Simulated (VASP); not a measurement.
# C (Cmme) in VASP: notebook

The runs below take C through single point, with PBE.

Everything below comes from runs of VASP 6.6.1. Logs are shortened: lines on timing, memory, paths and dates and some standing lists are left out, and cuts for length are marked.

## 1. The cell of the first run

The structure is orthorhombic, space group Cmme (No. 67). Conventional cell: a = 2.456 Å, b = 4.254 Å, c = 7.173 Å, α = 90.00°, β = 90.00°, γ = 90.00°. Within 1.9 Å of C (site symmetry m) lie 3 C at 1.42 Å.

## 2. Single point, PBE

Input file INCAR:

```
SYSTEM = C
PREC = Accurate ; ENCUT = 520
EDIFF = 1E-6 ; ISMEAR = -1
SIGMA = 0.05 ; LREAL = .FALSE.
LASPH = .TRUE. ; NELM = 60
ALGO = Normal ; ISIF = 2
LWAVE = .FALSE. ; LCHARG = .FALSE.
GGA = PE ; NBANDS = 16
```

Input file KPOINTS:

```
Automatic mesh
0
G
  18 18 6
  0 0 0
```

Input file POSCAR:

```
C
1.0
    1.2280479700     -2.1270618200      0.0000000000
    1.2280479700      2.1270618200      0.0000000000
    0.0000000000      0.0000000000      7.1732677600
C
4
Direct
    0.0833794600      0.9166205400      0.7531376000
    0.5833794600      0.4166205400      0.2468624000
    0.9166205400      0.0833794600      0.2468624000
    0.4166205400      0.5833794600      0.7531376000
```

Potentials or basis: VASP PAW PBE potentials, release 64 (C).

Run with:

```sh
$ cat potpaw_PBE.64/C/POTCAR > POTCAR
$ mpirun -np 1 vasp_std > vasp.out
```

OUTCAR:

```text
SYSTEM = C
   PREC = Accurate
   ENCUT = 520
   EDIFF = 1E-6
   ISMEAR = -1
   LREAL = .FALSE.
   LASPH = .TRUE.
   NELM = 60
   ISIF = 2
   GGA = PE

 ion  position               nearest neighbor table
   1  0.083  0.917  0.753-   4 1.42   4 1.42   4 1.42
   2  0.583  0.417  0.247-   3 1.42   3 1.42   3 1.42
   3  0.917  0.083  0.247-   2 1.42   2 1.42   2 1.42
   4  0.417  0.583  0.753-   1 1.42   1 1.42   1 1.42

  LATTYP: Found a hexagonal cell.
 ALAT       =     2.4561135566
 C/A-ratio  =     2.9205765918

  Lattice vectors:

 A1 = (   1.2280479700,  -2.1270618200,   0.0000000000)
 A2 = (   1.2280479700,   2.1270618200,   0.0000000000)
 A3 = (   0.0000000000,   0.0000000000,   7.1732677600)

Analysis of symmetry for initial positions (statically):
=====================================================================
 Subroutine PRICEL returns:
 Original cell was already a primitive cell.

 Routine SETGRP: Setting up the symmetry group for a
 hexagonal supercell.

 Subroutine GETGRP returns: Found  8 space group operations
 (whereof  4 operations were pure point group operations)
 out of a pool of 24 trial point group operations.

The static configuration has the point symmetry C_2h.
 The point group associated with its full space group is D_2h.

Analysis of symmetry for dynamics (positions and initial velocities):
=====================================================================
 Subroutine PRICEL returns:
 Original cell was already a primitive cell.

 Routine SETGRP: Setting up the symmetry group for a
 hexagonal supercell.

 Subroutine GETGRP returns: Found  8 space group operations
 (whereof  4 operations were pure point group operations)
 out of a pool of 24 trial point group operations.

The dynamic configuration has the point symmetry C_2h.
 The point group associated with its full space group is D_2h.

 Subroutine INISYM returns: Found  8 space group operations
 (whereof  4 operations are pure point group operations),
 and found     1 'primitive' translations

----------------------------------------------------------------------------------------

                                     Primitive cell

  volume of cell :      37.4751

  direct lattice vectors                    reciprocal lattice vectors
     1.228047970 -2.127061820  0.000000000     0.407150219 -0.235066041  0.000000000
     1.228047970  2.127061820  0.000000000     0.407150219  0.235066041  0.000000000
     0.000000000  0.000000000  7.173267760     0.000000000  0.000000000  0.139406479

  length of vectors
     2.456113557  2.456113557  7.173267760     0.470135453  0.470135453  0.139406479

  position of ions in fractional coordinates (direct lattice)
     0.083379460  0.916620540  0.753137600
     0.583379460  0.416620540  0.246862400
     0.916620540  0.083379460  0.246862400
     0.416620540  0.583379460  0.753137600

  ion indices of the primitive-cell ions
   primitive index   ion index
                 1           1
                 2           2
                 3           3
                 4           4

----------------------------------------------------------------------------------------

 KPOINTS: Automatic mesh

Automatic generation of k-mesh.
 Grid dimensions read from file:
 generate k-points for:   18   18    6

 Generating k-lattice:

  Cartesian coordinates                     Fractional coordinates (reciprocal lattice)
     0.022619457 -0.013059224  0.000000000     0.055555556  0.000000000  0.000000000
     0.022619457  0.013059224  0.000000000     0.000000000  0.055555556  0.000000000
     0.000000000  0.000000000  0.023234413     0.000000000  0.000000000  0.166666667

  Length of vectors
     0.026118636  0.026118636  0.023234413

  Shift w.r.t. Gamma in fractional coordinates (k-lattice)
     0.000000000  0.000000000  0.000000000

 Subroutine IBZKPT returns following result:
 ===========================================

 Found    364 irreducible k-points:

 Following reciprocal coordinates:
            Coordinates               Weight
  0.000000  0.000000  0.000000      1.000000
  0.055556  0.000000  0.000000      4.000000
 -0.055556  0.055556  0.000000      2.000000
  0.111111  0.000000  0.000000      4.000000
 -0.111111  0.111111  0.000000      2.000000
  0.166667  0.000000  0.000000      4.000000
[... 16 lines left out ...]
 -0.055556  0.166667  0.000000      4.000000
 -0.166667  0.111111  0.000000      4.000000
 [... further k-points ...]
   k-points           NKPTS =    364   k-points in BZ     NKDIM =    364   number of bands    NBANDS=     16
   number of dos      NEDOS =    301   number of ions     NIONS =      4
   total plane-waves  NPLWV =  17496
   dimension x,y,z NGX =    18 NGY =   18 NGZ =   54
   dimension x,y,z NGXF=    36 NGYF=   36 NGZF=  108
   ions per type =               4
   NGX,Y,Z   is equivalent  to a cutoff of  12.18, 12.18, 12.51 a.u.
   NGXF,Y,Z  is equivalent  to a cutoff of  24.37, 24.37, 25.03 a.u.
 SYSTEM =  C
   PREC   = accura    normal or accurate (medium, high low for compatibility)
   ISTART =      0    job   : 0-new  1-cont  2-samecut
   ICHARG =      2    charge: 1-file 2-atom 10-const
   ISPIN  =      1    spin polarized calculation?
   LNONCOLLINEAR =      F non collinear calculations
   LSORBIT =      F    spin-orbit coupling
   LASPH  =      T    aspherical Exc in radial PAW
   ENCUT  =  520.0 eV  38.22 Ry    6.18 a.u.   4.57  4.57 13.34*2*pi/ulx,y,z
   NELM   =     60;   NELMIN=  2; NELMDL= -5     # of ELM steps
   EDIFF  = 0.1E-05   stopping-criterion for ELM
   LREAL  =      F    real-space projection
   EDIFFG = 0.1E-04   stopping-criterion for IOM
   NSW    =      0    number of steps for IOM
   IBRION =     -1    ionic relax: 0-MD 1-quasi-New 2-CG
   NFREE  =      0    steps in history (QN), initial steepest desc. (CG)
   ISIF   =      2    stress and relaxation
   ISYM   =      2    0-nonsym 1-usesym 2-fastsym
   POTIM  = 0.5000    time-step for ionic-motion
   TEBEG  =    0.0;   TEEND  =   0.0 temperature during run
   PSTRESS=    0.0 pullay stress
   NELECT =      16.0000    total number of electrons
   NUPDOWN=      -1.0000    fix difference up-down
   EMIN   =  10.00;   EMAX   =-10.00  energy-range for DOS
   EFERMI =   0.00;   METHOD = LEGACY
   ISMEAR =    -1;   SIGMA  =   0.05  broadening in eV -4-tet -1-fermi 0-gaus
   EFERMI_NEDOS =   21; number of points for ismear=-14 and -15
   IALGO  =     38    algorithm
   IMIX   =      4    mixing-type and parameters
     AMIX     =   0.40;   BMIX     =  1.00
     AMIX_MAG =   1.60;   BMIX_MAG =  1.00
  volume/ion in A,a.u.               =       9.37        63.22
  Fermi-wavevector in a.u.,A,eV,Ry     =   1.232728  2.329519 20.675669  1.519619
  Thomas-Fermi vector in A             =   2.367487
   LORBIT       =      0    0 simple, 1 ext, 2 COOP (PROOUT), +10 PAW based schemes
   GGA     = PE    functional components
   LHFCALC =     F    Hartree Fock is set to
   AEXX    =    0.0000 exact exchange contribution
   IVDW    =     0    specifies the selected vdW correction
   LEPSILON=     F    determine dielectric tensor
   LRPA    =     F    only Hartree local field effects (RPA)
 non-spin polarized calculation
  energy-cutoff  :      520.00
  volume of cell :       37.48
 maximum number of plane-waves:      1028
   NGX =  9   NGY =  9   NGZ = 27

 number of electron      15.9999996 magnetization

 Free energy of the ion-electron system (eV)
  ---------------------------------------------------
  ext. energy  EPLUGINS =         0.00000000
  ---------------------------------------------------
  free energy    TOTEN  =       -36.87251389 eV

  energy without entropy =      -36.87187207  energy(sigma->0) =      -36.87219298

 E-fermi :   4.1763     XC(G=0):  -9.8827

 val. band max:        4.1659143076   @ k =   0.3333   0.3333   0.5000
 cond. band min:       4.1899571938   @ k =   0.3333   0.3333   0.5000
 fundamental gap:      0.0240428862
 Fermi energy:         4.1763403493

 k-point     1 :       0.0000    0.0000    0.0000
  band No.  band energies     occupation
      1     -15.5108      2.00000
      2     -15.3354      2.00000
      3      -4.1588      2.00000
      4      -2.7796      2.00000
      5       1.1493      2.00000
      6       1.1552      2.00000
[... 8 lines left out ...]
     15      15.7257      0.00000
     16      15.8066      0.00000

 k-point     2 :       0.0556    0.0000    0.0000
  band No.  band energies     occupation
      1     -15.4370      2.00000
      2     -15.2624      2.00000
      3      -4.0690      2.00000
      4      -2.6941      2.00000
      5       0.8550      2.00000
      6       0.8691      2.00000
[... 8 lines left out ...]
     15      15.4546      0.00000
     16      15.5580      0.00000

 k-point     3 :      -0.0556    0.0556    0.0000
  band No.  band energies     occupation
      1     -15.4370      2.00000
      2     -15.2624      2.00000
      3      -4.0692      2.00000
      4      -2.6940      2.00000
      5       0.8488      2.00000
      6       0.8582      2.00000
[... 8 lines left out ...]
     15      15.4769      0.00000
     16      15.5351      0.00000

 k-point     4 :       0.1111    0.0000    0.0000
  band No.  band energies     occupation
      1     -15.2156      2.00000
      2     -15.0436      2.00000
      3      -3.8005      2.00000
      4      -2.4390      2.00000
      5       0.0286      2.00000
      6       0.0519      2.00000
[... 8 lines left out ...]
     15      14.6845      0.00000
     16      14.8573      0.00000

 k-point     5 :      -0.1111    0.1111    0.0000
  band No.  band energies     occupation
      1     -15.2156      2.00000
      2     -15.0437      2.00000
      3      -3.8009      2.00000
      4      -2.4382      2.00000
      5       0.0232      2.00000
      6       0.0419      2.00000
[... 8 lines left out ...]
     15      14.7678      0.00000
     16      14.7749      0.00000

 k-point     6 :       0.1667    0.0000    0.0000
  band No.  band energies     occupation
      1     -14.8478      2.00000
      2     -14.6801      2.00000
      3      -3.3558      2.00000
      4      -2.0180      2.00000
      5      -1.1584      2.00000
      6      -1.1233      2.00000
[... 8 lines left out ...]
     15      15.1525      0.00000
     16      15.1531      0.00000
[... 267 lines left out ...]
 k-point    21 :      -0.0556    0.1111    0.0000
  band No.  band energies     occupation
      1     -15.2894      2.00000
      2     -15.1166      2.00000
      3      -3.8901      2.00000
      4      -2.5235      2.00000
      5       0.3230      2.00000
      6       0.3234      2.00000
[... 8 lines left out ...]
     15      14.9781      0.00000
     16      15.0400      0.00000

 k-point    22 :       0.1111    0.0556    0.0000
  band No.  band energies     occupation
      1     -14.9948      2.00000
      2     -14.8254      2.00000
      3      -3.5330      2.00000
      4      -2.1860      2.00000
      5      -0.6337      2.00000
      6      -0.6005      2.00000
[... 8 lines left out ...]
     15      14.3462      0.00000
     16      14.3944      0.00000

 k-point    23 :      -0.0556    0.1667    0.0000
  band No.  band energies     occupation
      1     -14.9948      2.00000
      2     -14.8254      2.00000
      3      -3.5335      2.00000
      4      -2.1851      2.00000
      5      -0.6308      2.00000
      6      -0.6134      2.00000
[... 8 lines left out ...]
     15      14.3328      0.00000
     16      14.3893      0.00000

 k-point    24 :      -0.1667    0.1111    0.0000
  band No.  band energies     occupation
      1     -14.9949      2.00000
      2     -14.8254      2.00000
      3      -3.5339      2.00000
      4      -2.1844      2.00000
      5      -0.6343      2.00000
      6      -0.6173      2.00000
[... 8 lines left out ...]
     15      14.3271      0.00000
     16      14.3852      0.00000

 [... further k-points ...]

------------------------ aborting loop because EDIFF is reached ----------------------------------------

  FORCE on cell =-STRESS in cart. coord.  units (eV):
  Direction    XX          YY          ZZ          XY          YZ          ZX
  --------------------------------------------------------------------------------------
  -------------------------------------------------------------------------------------
  Total        1.2914325      1.2573833      0.3697106      0.0000000     -0.0000000      0.0000000
  in kB       55.2128032     53.7570939     15.8062918      0.0000000     -0.0000000      0.0000000
  external PRESSURE =      41.5920630 kB  Pullay stress =       0.0000000 kB

 VOLUME and BASIS-vectors are now :
 -----------------------------------------------------------------------------
  energy-cutoff  :      520.00
  volume of cell :       37.48
      direct lattice vectors                 reciprocal lattice vectors
     1.228047970 -2.127061820  0.000000000     0.407150219 -0.235066041  0.000000000
     1.228047970  2.127061820  0.000000000     0.407150219  0.235066041  0.000000000
     0.000000000  0.000000000  7.173267760     0.000000000  0.000000000  0.139406479

 POSITION                                       TOTAL-FORCE (eV/Angst)
 -----------------------------------------------------------------------------------
      1.22805      1.77236      5.40246         0.000000      0.024624     -0.008522
      1.22805     -0.35471      1.77081         0.000000      0.024624      0.008522
      1.22805     -1.77236      1.77081         0.000000     -0.024624      0.008522
      1.22805      0.35471      5.40246         0.000000     -0.024624     -0.008522
 -----------------------------------------------------------------------------------
    total drift:                                0.000000     -0.000000      0.000000

  FREE ENERGIE OF THE ION-ELECTRON SYSTEM (eV)
  ---------------------------------------------------
  free  energy   TOTEN  =       -36.8725138945 eV

  energy  without entropy=      -36.8718720662  energy(sigma->0) =      -36.87219298
```

Wall time 1.9 min (1 thread of Intel Xeon Platinum 8375C at 2.90GHz (Ice Lake), shared host); peak memory 0.26 GiB.

Results:

| Quantity | Value |
| --- | --- |
| Free energy | -36.8725 eV |
| Pressure | 4.2 GPa |
| Largest force | 0.026 eV/Å |

Forces on the atoms (eV/Å):
```
C    0.000  0.025 -0.009
C    0.000  0.025  0.009
C    0.000 -0.025  0.009
C    0.000 -0.025 -0.009
```

Caveat: the cell stands under pressure; this functional lacks dispersion, which binds layers or chains, so the pressure and a relaxed spacing across them are unreliable.

(Part 1 of 2 ends here.)
